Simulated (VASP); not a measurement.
# BaTe in VASP: a series of runs

Aim: see how the results for BaTe move with the level of theory and the settings. Levels: PBE, HSE06. Tasks: single point.

Everything below comes from runs of VASP 6.6.1. Logs are shortened: lines on timing, memory, paths and dates and some standing lists are left out, and cuts for length are marked.

### 1 The cell of the first run

The typed cell holds 4 atoms: a = 5.003 Å, b = 5.004 Å, c = 8.653 Å, α = 73.19°, β = 73.16°, γ = 59.99°.

### 2 Single point, PBE

INCAR reads:

```
PREC = Accurate ; ENCUT = 520
EDIFF = 1E-6 ; ISMEAR = 0
SIGMA = 0.1 ; LREAL = F
LASPH = T ; NELM = 80
ALGO = Normal ; ISIF = 2
LWAVE = F ; LCHARG = T
GGA = PE ; LELF = T
LVHAR = T ; NBANDS = 24
```

KPOINTS reads:

```
regular mesh
0
Gamma
  4 4 4
```

POSCAR reads:

```
BaTe
1.0
   -0.0006391979      3.5391336471      3.5367665803
    3.5379453386      3.5384324667      0.0001085015
   -3.5303315488      7.0693003994     -3.5272651315
Ba Te
2 2
Direct
    0.7500770422      0.7496401041      0.7499912460
    0.2500765743      0.2499452473      0.2499476058
   -0.0003385358      0.0005354113      0.0000078750
    0.5001849193      0.4998792373      0.5000532733
```

Potentials or basis: VASP PAW PBE potentials, release 64 (Ba_sv, Te).

Command:

```
> cat potpaw_PBE.64/Ba_sv/POTCAR potpaw_PBE.64/Te/POTCAR > POTCAR
> mpirun -np 1 vasp_std > vasp.out
```

OUTCAR:

```text
PREC = Accurate
   ENCUT = 520
   EDIFF = 1E-6
   ISMEAR = 0
   LREAL = F
   LASPH = T
   NELM = 80
   ISIF = 2
   GGA = PE

 ion  position               nearest neighbor table
   1  0.750  0.750  0.750-   3 3.53   4 3.53   4 3.54   3 3.54   4 3.54   3 3.54
   2  0.250  0.250  0.250-   3 3.53   4 3.53   3 3.54   4 3.54   4 3.54   3 3.54
   3  1.000  0.001  0.000-   2 3.53   1 3.53   2 3.54   1 3.54   2 3.54   1 3.54
   4  0.500  0.500  0.500-   2 3.53   1 3.53   1 3.54   2 3.54   1 3.54   2 3.54

  Warning from LATTYP: Got some problem with cell dimensions!
  Tried to take original basis but could not verify dimensions!
  LATTYP: Found a triclinic cell.
 ALAT       =     5.0034173546
 B/A-ratio  =     0.9999070459
 C/A-ratio  =     1.7294808092
 COS(alpha) =     0.0005220987
 COS(beta)  =     0.2897796710
 COS(gamma) =     0.4998860823

  Lattice vectors:

 A1 = (   0.0006391979,  -3.5391336471,  -3.5367665803)
 A2 = (   3.5385845365,  -0.0007011804,  -3.5366580788)
 A3 = (   3.5303315488,  -7.0693003994,   3.5272651315)

Analysis of symmetry for initial positions (statically):
=====================================================================
 Subroutine PRICEL returns:
 Original cell was already a primitive cell.

 Routine SETGRP: Setting up the symmetry group for a
 triclinic supercell.

 Subroutine GETGRP returns: Found  1 space group operations
 (whereof  1 operations were pure point group operations)
 out of a pool of  2 trial point group operations.

The static configuration has the point symmetry C_1 .

Analysis of symmetry for dynamics (positions and initial velocities):
=====================================================================
 Subroutine PRICEL returns:
 Original cell was already a primitive cell.

 Routine SETGRP: Setting up the symmetry group for a
 triclinic supercell.

 Subroutine GETGRP returns: Found  1 space group operations
 (whereof  1 operations were pure point group operations)
 out of a pool of  2 trial point group operations.

The dynamic configuration has the point symmetry C_1 .

 Subroutine INISYM returns: Found  1 space group operations
 (whereof  1 operations are pure point group operations),
 and found     1 'primitive' translations

----------------------------------------------------------------------------------------

                                     Primitive cell

  volume of cell :     176.8105

[... 91 lines left out ...]
   NELM   =     80;   NELMIN=  2; NELMDL= -5     # of ELM steps
   EDIFF  = 0.1E-05   stopping-criterion for ELM
   LREAL  =      F    real-space projection
   EDIFFG = 0.1E-04   stopping-criterion for IOM
   NSW    =      0    number of steps for IOM
   IBRION =     -1    ionic relax: 0-MD 1-quasi-New 2-CG
   NFREE  =      0    steps in history (QN), initial steepest desc. (CG)
   ISIF   =      2    stress and relaxation
   ISYM   =      2    0-nonsym 1-usesym 2-fastsym
   POTIM  = 0.5000    time-step for ionic-motion
   TEBEG  =    0.0;   TEEND  =   0.0 temperature during run
   PSTRESS=    0.0 pullay stress
   NELECT =      32.0000    total number of electrons
   NUPDOWN=      -1.0000    fix difference up-down
   EMIN   =  10.00;   EMAX   =-10.00  energy-range for DOS
   EFERMI =   0.00;   METHOD = LEGACY
   ISMEAR =     0;   SIGMA  =   0.10  broadening in eV -4-tet -1-fermi 0-gaus
   EFERMI_NEDOS =   21; number of points for ismear=-14 and -15
   IALGO  =     38    algorithm
   IMIX   =      4    mixing-type and parameters
     AMIX     =   0.40;   BMIX     =  1.00
     AMIX_MAG =   1.60;   BMIX_MAG =  1.00
  volume/ion in A,a.u.               =      44.20       298.29
  Fermi-wavevector in a.u.,A,eV,Ry     =   0.926024  1.749931 11.667268  0.857520
  Thomas-Fermi vector in A             =   2.051941
   LORBIT       =      0    0 simple, 1 ext, 2 COOP (PROOUT), +10 PAW based schemes
   GGA     = PE    functional components
   LHFCALC =     F    Hartree Fock is set to
   AEXX    =    0.0000 exact exchange contribution
   IVDW    =     0    specifies the selected vdW correction
   LEPSILON=     F    determine dielectric tensor
   LRPA    =     F    only Hartree local field effects (RPA)
 non-spin polarized calculation
 Gauss-broadening in eV      SIGMA  =   0.10
  energy-cutoff  :      520.00
  volume of cell :      176.81
 maximum number of plane-waves:      4801
 NGX is ok and might be reduce to    40

 number of electron      31.9999999 magnetization

 Free energy of the ion-electron system (eV)
  ---------------------------------------------------
  ext. energy  EPLUGINS =         0.00000000
  ---------------------------------------------------
  free energy    TOTEN  =       -17.25049370 eV

  energy without entropy =      -17.25049370  energy(sigma->0) =      -17.25049370

 E-fermi :   2.6114     XC(G=0):  -8.1233

 val. band max:        2.0954542848   @ k =   0.0000   0.0000   0.0000
 cond. band min:       3.6723719725   @ k =   0.5000   0.0000   0.5000
 fundamental gap:      1.5769176877
 Fermi energy:         2.6113547303

 k-point     1 :       0.0000    0.0000    0.0000
  band No.  band energies     occupation
      1     -25.0139      2.00000
      2     -25.0027      2.00000
      3     -10.5187      2.00000
      4     -10.1687      2.00000
      5     -10.1683      2.00000
      6     -10.1585      2.00000
[... 637 lines left out ...]
     23       7.0190      0.00000
     24       7.3706      0.00000

 [... further k-points ...]

------------------------ aborting loop because EDIFF is reached ----------------------------------------

  FORCE on cell =-STRESS in cart. coord.  units (eV):
  Direction    XX          YY          ZZ          XY          YZ          ZX
  --------------------------------------------------------------------------------------
  -------------------------------------------------------------------------------------
  Total        0.2536077      0.2439695      0.2878682      0.0035286     -0.0011828      0.0006991
  in kB        2.2980790      2.2107423      2.6085320      0.0319747     -0.0107178      0.0063346
  external PRESSURE =       2.3724511 kB  Pullay stress =       0.0000000 kB

 VOLUME and BASIS-vectors are now :
 -----------------------------------------------------------------------------
  energy-cutoff  :      520.00
  volume of cell :      176.81
      direct lattice vectors                 reciprocal lattice vectors
    -0.000639198  3.539133647  3.536766580    -0.070593974  0.070577752  0.212106387
     3.537945339  3.538432467  0.000108502     0.212011879  0.070630492 -0.070639447
    -3.530331549  7.069300399 -3.527265132    -0.070777613  0.070770041 -0.070830197

 POSITION                                       TOTAL-FORCE (eV/Angst)
 -----------------------------------------------------------------------------------
      0.00399     10.60909      0.00751         0.004258      0.003071     -0.000894
      0.00173      3.53642      0.00286         0.000624      0.002141     -0.002053
      0.00123      3.53989      3.53554        -0.006077     -0.002640      0.003684
      0.00287      7.07404      0.00527         0.001195     -0.002572     -0.000737
 -----------------------------------------------------------------------------------
    total drift:                                0.000014     -0.000010     -0.000001

  FREE ENERGIE OF THE ION-ELECTRON SYSTEM (eV)
  ---------------------------------------------------
  free  energy   TOTEN  =       -17.2504937037 eV

  energy  without entropy=      -17.2504937037  energy(sigma->0) =      -17.25049370
```

Run time: 1.7 min. Hardware: 1 thread of Intel Xeon 6975P-C (Granite Rapids), shared host; peak memory 0.38 GiB.

Results:

```
Free energy            : -17.2505 eV
Pressure               : 0.2 GPa
Largest force          : 0.008 eV/Å
Band gap on the k mesh : 1.58 eV
```

Forces in eV/Å, atoms in the order of the input:
```
Ba   0.004  0.003 -0.001
Ba   0.001  0.002 -0.002
Te  -0.006 -0.003  0.004
Te   0.001 -0.003 -0.001
```

Caveat: spin-orbit coupling is left out, which moves the levels of the heavy elements. A k mesh can miss the band edges.

### 3 Single point, HSE06

This run uses another cell than the first one: it holds 2 atoms, not 4.

POSCAR reads:

```
BaTe
1.0
    0.0000000000      3.5333383813      3.5333383813
    3.5333383813      0.0000000000      3.5333383813
    3.5333383813      3.5333383813      0.0000000000
Ba Te
1 1
Direct
    0.5000000000      0.5000000000      0.5000000000
    0.0000000000      0.0000000000      0.0000000000
```

INCAR.step1 reads:

```
PREC     = Accurate       # precision mode
ENCUT    = 520            # plane-wave cutoff, eV
EDIFF    = 1E-5           # SCF threshold, eV
ISMEAR   = 0              # smearing method
SIGMA    = 0.02           # smearing width, eV
LREAL    = False          # projectors in reciprocal space
LASPH    = True           # aspherical terms in the spheres
NELM     = 80             # most SCF steps
ALGO     = Normal         # electronic algorithm
ISIF     = 2              # what is computed and relaxed
LWAVE    = True           # write WAVECAR
LCHARG   = False          # write CHGCAR
GGA      = PE             # functional
NBANDS   = 15             # bands
```

INCAR.step2 reads:

```
PREC     = Accurate       # precision mode
ENCUT    = 520            # plane-wave cutoff, eV
EDIFF    = 1E-6           # SCF threshold, eV
ISMEAR   = 0              # smearing method
SIGMA    = 0.02           # smearing width, eV
LREAL    = False          # projectors in reciprocal space
LASPH    = True           # aspherical terms in the spheres
NELM     = 80             # most SCF steps
ALGO     = Normal         # electronic algorithm
ISIF     = 2              # what is computed and relaxed
LWAVE    = False          # write WAVECAR
LCHARG   = False          # write CHGCAR
GGA      = PE             # functional
LHFCALC  = True           # exact exchange
HFSCREEN = 0.2079         # screening, 1/A
PRECFOCK = Normal       
ISTART   = 1            
NBANDS   = 15             # bands
```

KPOINTS reads:

```
Automatic mesh
0
Gamma
  4 4 4
```

Potentials or basis: VASP PAW PBE potentials, release 64 (Ba_sv, Te).

Command:

```
> cat potpaw_PBE.64/Ba_sv/POTCAR potpaw_PBE.64/Te/POTCAR > POTCAR
> cp INCAR.step1 INCAR
> mpirun -np 1 vasp_std > vasp.out
> cp INCAR.step2 INCAR
> mpirun -np 1 vasp_std > vasp.out
```

OUTCAR:

```text
PREC = Accurate
   ENCUT = 520
   EDIFF = 1E-6
   ISMEAR = 0
   LREAL = False
   LASPH = True
   NELM = 80
   ISIF = 2
   GGA = PE
   LHFCALC = True
   HFSCREEN = 0.2079
   PRECFOCK = Normal
   ISTART = 1

 ion  position               nearest neighbor table
   1  0.500  0.500  0.500-   2 3.53   2 3.53   2 3.53   2 3.53   2 3.53   2 3.53
   2  0.000  0.000  0.000-   1 3.53   1 3.53   1 3.53   1 3.53   1 3.53   1 3.53

  LATTYP: Found a face centered cubic cell.
 ALAT       =     7.0666767626

  Lattice vectors:

 A1 = (   0.0000000000,   3.5333383813,   3.5333383813)
 A2 = (   3.5333383813,   0.0000000000,   3.5333383813)
 A3 = (   3.5333383813,   3.5333383813,   0.0000000000)

Analysis of symmetry for initial positions (statically):
=====================================================================
 Subroutine PRICEL returns:
 Original cell was already a primitive cell.

 Routine SETGRP: Setting up the symmetry group for a
 face centered cubic supercell.

 Subroutine GETGRP returns: Found 48 space group operations
 (whereof 48 operations were pure point group operations)
 out of a pool of 48 trial point group operations.

The static configuration has the point symmetry O_h .

Analysis of symmetry for dynamics (positions and initial velocities):
=====================================================================
 Subroutine PRICEL returns:
 Original cell was already a primitive cell.

 Routine SETGRP: Setting up the symmetry group for a
 face centered cubic supercell.

 Subroutine GETGRP returns: Found 48 space group operations
 (whereof 48 operations were pure point group operations)
 out of a pool of 48 trial point group operations.

The dynamic configuration has the point symmetry O_h .

 Subroutine INISYM returns: Found 48 space group operations
 (whereof 48 operations are pure point group operations),
 and found     1 'primitive' translations

----------------------------------------------------------------------------------------

                                     Primitive cell

  volume of cell :      88.2238

  direct lattice vectors                    reciprocal lattice vectors
     0.000000000  3.533338381  3.533338381    -0.141509232  0.141509232  0.141509232
     3.533338381  0.000000000  3.533338381     0.141509232 -0.141509232  0.141509232
     3.533338381  3.533338381  0.000000000     0.141509232  0.141509232 -0.141509232

  length of vectors
     4.996895059  4.996895059  4.996895059     0.245101179  0.245101179  0.245101179

  position of ions in fractional coordinates (direct lattice)
     0.500000000  0.500000000  0.500000000
     0.000000000  0.000000000  0.000000000

  ion indices of the primitive-cell ions
   primitive index   ion index
                 1           1
                 2           2

----------------------------------------------------------------------------------------

 KPOINTS: Automatic mesh

Automatic generation of k-mesh.
 Grid dimensions read from file:
 generate k-points for:    4    4    4

 Generating k-lattice:

  Cartesian coordinates                     Fractional coordinates (reciprocal lattice)
    -0.035377308  0.035377308  0.035377308     0.250000000  0.000000000  0.000000000
     0.035377308 -0.035377308  0.035377308     0.000000000  0.250000000  0.000000000
     0.035377308  0.035377308 -0.035377308     0.000000000  0.000000000  0.250000000
[... 33 lines left out ...]
   ICHARG =      0    charge: 1-file 2-atom 10-const
   ISPIN  =      1    spin polarized calculation?
   LNONCOLLINEAR =      F non collinear calculations
   LSORBIT =      F    spin-orbit coupling
   LASPH  =      T    aspherical Exc in radial PAW
   ENCUT  =  520.0 eV  38.22 Ry    6.18 a.u.   9.29  9.29  9.29*2*pi/ulx,y,z
   NELM   =     80;   NELMIN=  2; NELMDL=  0     # of ELM steps
   EDIFF  = 0.1E-05   stopping-criterion for ELM
   LREAL  =      F    real-space projection
   EDIFFG = 0.1E-04   stopping-criterion for IOM
   NSW    =      0    number of steps for IOM
   IBRION =     -1    ionic relax: 0-MD 1-quasi-New 2-CG
   NFREE  =      0    steps in history (QN), initial steepest desc. (CG)
   ISIF   =      2    stress and relaxation
   ISYM   =      3    0-nonsym 1-usesym 2-fastsym
   POTIM  = 0.5000    time-step for ionic-motion
   TEBEG  =    0.0;   TEEND  =   0.0 temperature during run
   PSTRESS=    0.0 pullay stress
   NELECT =      16.0000    total number of electrons
   NUPDOWN=      -1.0000    fix difference up-down
   EMIN   =  10.00;   EMAX   =-10.00  energy-range for DOS
   EFERMI =   0.00;   METHOD = LEGACY
   ISMEAR =     0;   SIGMA  =   0.02  broadening in eV -4-tet -1-fermi 0-gaus
   EFERMI_NEDOS =   21; number of points for ismear=-14 and -15
   IALGO  =     38    algorithm
   IMIX   =      1    mixing-type and parameters
     AMIX     =   0.40;   BMIX     =  1.00
     AMIX_MAG =   1.60;   BMIX_MAG =  1.00
  volume/ion in A,a.u.               =      44.11       297.68
  Fermi-wavevector in a.u.,A,eV,Ry     =   0.926658  1.751130 11.683262  0.858696
  Thomas-Fermi vector in A             =   2.052644
   LORBIT       =      0    0 simple, 1 ext, 2 COOP (PROOUT), +10 PAW based schemes
   GGA     = PE    functional components
   LHFCALC =     T    Hartree Fock is set to
   PRECFOCK=normal    Normal, Fast or Accurate (Low or Medium for compatibility)
   ENCUT4O =  -1.0   cutoff for four orbital integrals eV
   NKREDX  =     1    reduce k-point grid by
   NKREDY  =     1    reduce k-point grid by
   NKREDZ  =     1    reduce k-point grid by
   AEXX    =    0.2500 exact exchange contribution
   HFSCREEN=    0.2079 screening length (either q_TF or 0.3 A-1)
   HFSCREENC=   0.2079 screening length for correlation (either q_TF or 0.3 A-1)
   ENCUTFOCK=  -1.0 apply spherical cutoff to Coloumb kernel
   IVDW    =     0    specifies the selected vdW correction
   LEPSILON=     F    determine dielectric tensor
   LRPA    =     F    only Hartree local field effects (RPA)
 non-spin polarized calculation
 Gauss-broadening in eV      SIGMA  =   0.02
  energy-cutoff  :      520.00
  volume of cell :       88.22
 maximum number of plane-waves:      2421
 NGX is ok and might be reduce to    40
  NGX = 28; NGY = 28; NGZ = 28

 number of electron      16.0000000 magnetization

 Free energy of the ion-electron system (eV)
  ---------------------------------------------------
  ext. energy  EPLUGINS =         0.00000000
  ---------------------------------------------------
  free energy    TOTEN  =        -9.80063416 eV

  energy without entropy =       -9.80063416  energy(sigma->0) =       -9.80063416

 E-fermi :   1.6778     XC(G=0):  -6.8253

 val. band max:        1.5871755788   @ k =   0.0000   0.0000   0.0000
 cond. band min:       3.8862883122   @ k =   0.5000   0.5000   0.0000
 fundamental gap:      2.2991127333
 Fermi energy:         1.6777503761

 k-point     1 :       0.0000    0.0000    0.0000
  band No.  band energies     occupation
      1     -27.4130      2.00000
      2     -11.5001      2.00000
      3     -11.5001      2.00000
      4     -11.5001      2.00000
      5      -8.7378      2.00000
      6       1.5872      2.00000
      7       1.5872      2.00000
      8       1.5872      2.00000
      9       5.1259      0.00000
     10       5.3753      0.00000
     11       5.3753      0.00000
     12       5.3753      0.00000
     13       5.9734      0.00000
     14       5.9734      0.00000
[... 113 lines left out ...]
      2     -11.6521      2.00000
      3     -11.6459      2.00000
      4     -11.6459      2.00000
      5      -8.2901      2.00000
      6       0.2737      2.00000
      7       0.5779      2.00000
      8       0.5779      2.00000
      9       5.9393      0.00000
     10       5.9393      0.00000
     11       7.2387      0.00000
     12       7.5914      0.00000
     13       8.3455      0.00000
     14      10.5780      0.00000
     15      10.6608      0.00000

------------------------ aborting loop because EDIFF is reached ----------------------------------------

  FORCE on cell =-STRESS in cart. coord.  units (eV):
  Direction    XX          YY          ZZ          XY          YZ          ZX
  --------------------------------------------------------------------------------------
  -------------------------------------------------------------------------------------
  Total       -0.0246125     -0.0246125     -0.0246125     -0.0000000      0.0000000     -0.0000000
  in kB       -0.4469714     -0.4469714     -0.4469714     -0.0000000      0.0000000     -0.0000000
  external PRESSURE =      -0.4469714 kB  Pullay stress =       0.0000000 kB

 VOLUME and BASIS-vectors are now :
 -----------------------------------------------------------------------------
  energy-cutoff  :      520.00
  volume of cell :       88.22
      direct lattice vectors                 reciprocal lattice vectors
     0.000000000  3.533338381  3.533338381    -0.141509232  0.141509232  0.141509232
     3.533338381  0.000000000  3.533338381     0.141509232 -0.141509232  0.141509232
     3.533338381  3.533338381  0.000000000     0.141509232  0.141509232 -0.141509232

 POSITION                                       TOTAL-FORCE (eV/Angst)
 -----------------------------------------------------------------------------------
      3.53334      3.53334      3.53334         0.000000      0.000000     -0.000000
      0.00000      0.00000      0.00000         0.000000      0.000000      0.000000
 -----------------------------------------------------------------------------------
    total drift:                               -0.000000      0.000000     -0.000000

  FREE ENERGIE OF THE ION-ELECTRON SYSTEM (eV)
  ---------------------------------------------------
  free  energy   TOTEN  =        -9.8006341643 eV

  energy  without entropy=       -9.8006341643  energy(sigma->0) =       -9.80063416
```

Wall time 6.6 min (1 thread of Intel Xeon 6975P-C (Granite Rapids), shared host); peak memory 0.36 GiB.

What came out:

| Item | Value |
| --- | --- |
| Free energy | -9.8006 eV |
| Pressure | 0.0 GPa |
| Band gap on the k mesh | 2.30 eV (least direct gap 2.73 eV) |

Caveat: the PAW data sets were made with another functional, which shifts forces and pressure a little; spin-orbit coupling is left out, which moves the levels of the heavy elements. A k mesh can miss the band edges.
